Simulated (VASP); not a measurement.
Write the native input for VASP 6.6.1 that does the following.

| Item | Value |
| --- | --- |
| Task | single point |
| Functional | PBE |
| Potentials or basis | VASP PAW PBE potentials, release 64 (W_sv, C_h) |
| Cutoff | 910 eV |
| k mesh | 18 × 18 × 14 |
| Occupations | gaussian, width 0.1 eV |
| Spin | no spin polarisation |
| Dipole correction | no |
| Second run | hard_potentials |
| Further INCAR settings | ALGO = Normal; EDIFF = 1e-06; NBANDS = 16 |

The structure of WC lies in POSCAR:

```
WC
1.0
    2.9217348262      0.0000000000      0.0000000000
   -1.4608674131      2.5302965826      0.0000000000
    0.0000000000      0.0000000000      2.8471252460
W C
1 1
Direct
    0.0000000000      0.0000000000      0.0000000000
    0.6666666667      0.3333333333      0.5000000000
```

The input as run:

INCAR

```
SYSTEM = WC
PREC = Accurate
ENCUT = 910
EDIFF = 1E-6
ISMEAR = 0
SIGMA = 0.1
LREAL = .False.
LASPH = .True.
NELM = 120
ALGO = Normal
ISIF = 2
LWAVE = .False.
LCHARG = .False.
GGA = PE
NBANDS = 16
GGA_COMPAT = .False.
```

KPOINTS

```
regular mesh
0
Gamma
  18 18 14
  0 0 0
```

Potentials or basis: VASP PAW PBE potentials, release 64 (W_sv, C_h).

Launch:

```sh
$ cat potpaw_PBE.64/W_sv/POTCAR potpaw_PBE.64/C_h/POTCAR > POTCAR
$ mpirun -np 1 vasp_std > vasp.out
```

Results of the run:

```json
{"Pressure": "0.9 GPa", "Band gap on the k mesh": "zero (band 9 reaches 11.83 eV, above the bottom of band 10 at 10.64 eV)"}
```

Caveat: the cutoff is under 1.25 times the usual one of these potentials, so pressure, stress and relaxed cells hold a basis-set (Pulay) error; spin-orbit coupling is left out, which moves the levels of the heavy elements.

Run time: 2.3 min on 1 thread of Intel(R) Xeon(R) Platinum 8259CL CPU @ 2.50GHz (Skylake/Cascade Lake), with other jobs on the host, peak memory 0.35 GiB.
